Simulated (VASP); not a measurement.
Set up this calculation in VASP 6.6.1, as the native input.

```
Task                   : single point
Functional             : LDA
Potentials or basis    : VASP PAW LDA potentials, release 64 (Hf_pv, Os)
Cutoff                 : 520 eV
k mesh                 : 7 × 7 × 7
Occupations            : methfessel-paxton, width 0.1 eV
Spin                   : no spin polarisation
Dipole correction      : no
Further INCAR settings : ALGO = Normal; EDIFF = 1e-06; NBANDS = 16
```

The structure of HfOs lies in POSCAR:

```
HfOs
1.0
    3.2390000000      0.0000000000      0.0000000000
    0.0000000000      3.2390000000      0.0000000000
    0.0000000000      0.0000000000      3.2390000000
Hf Os
1 1
Direct
    0.0000000000      0.0000000000      0.0000000000
    0.5000000000      0.5000000000      0.5000000000
```

One way to write it, as run:

INCAR

```
ALGO = Normal
EDIFF = 1E-6
ENCUT = 520
ISIF = 2
ISMEAR = 1
LASPH = T
LCHARG = F
LREAL = F
LWAVE = F
NBANDS = 16
NELM = 80
PREC = Accurate
SIGMA = 0.1
```

KPOINTS

```
k-points
0
Gamma
  7 7 7
```

Potentials or basis: VASP PAW LDA potentials, release 64 (Hf_pv, Os).

Launch:

```sh
$ cat potpaw_LDA.64/Hf_pv/POTCAR potpaw_LDA.64/Os/POTCAR > POTCAR
$ mpirun -np 1 vasp_std > vasp.out
```

It gave:

```json
{"Pressure": "-8.5 GPa", "Band gap on the k mesh": "zero (band 9 reaches 6.77 eV, above the bottom of band 10 at 6.31 eV)"}
```

Caveat: spin-orbit coupling is left out, which moves the levels of the heavy elements.

Run time: 4.6 s on 1 thread of Intel(R) Xeon(R) 6975P-C (Granite Rapids), with other jobs on the host, peak memory 0.13 GiB.
